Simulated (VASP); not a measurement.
Write the native input for VASP 6.6.1 that does the following.

- Task: single point
- Functional: SVWN5
- Potentials or basis: VASP PAW PBE potentials, release 64 (Si, C)
- Cutoff: 520 eV
- k mesh: 10 × 10 × 5
- Occupations: fermi-dirac, width 0.05 eV
- Spin: no spin polarisation
- Dipole correction: no
- Further INCAR settings: ALGO = Normal; EDIFF = 1e-06; NBANDS = 16

The structure of SiC (Moissanite) lies in POSCAR:

```
SiC
1.0
    3.0344273363      0.0000000000      0.0000000000
   -1.5172136681      2.6278911591      0.0000000000
    0.0000000000      0.0000000000      4.9797754205
Si C
2 2
Direct
    0.6666666667      0.3333333333      0.5000000000
    0.3333333333      0.6666666667      0.0000000000
    0.6666666667      0.3333333333      0.8850000000
    0.3333333333      0.6666666667      0.3850000000
```

One way to write it, as run:

INCAR

```
SYSTEM = SiC
  PREC = Accurate
  ENCUT = 520
  EDIFF = 1E-6
  ISMEAR = -1
  SIGMA = 0.05
  LREAL = .FALSE.
  LASPH = .TRUE.
  NELM = 80
  ALGO = Normal
  ISIF = 2
  LWAVE = .FALSE.
  LCHARG = .FALSE.
  GGA = VW
  NBANDS = 16
```

KPOINTS

```
Automatic mesh
0
G
  10 10 5
  0 0 0
```

Potentials or basis: VASP PAW PBE potentials, release 64 (Si, C).

Run with:

```console
$ cat potpaw_PBE.64/Si/POTCAR potpaw_PBE.64/C/POTCAR > POTCAR
$ mpirun -np 1 vasp_std > vasp.out
```

Results of the run:

* Pressure: 6.8 GPa
* Largest force: 0.809 eV/Å
* Band gap on the k mesh: 2.30 eV, indirect (least direct gap 4.08 eV)

Caveat: the PAW data sets were made with another functional, which shifts forces and pressure a little.

Run time: 34 s on 1 thread of AMD EPYC 7R13, with other jobs on the host, peak memory 0.12 GiB.
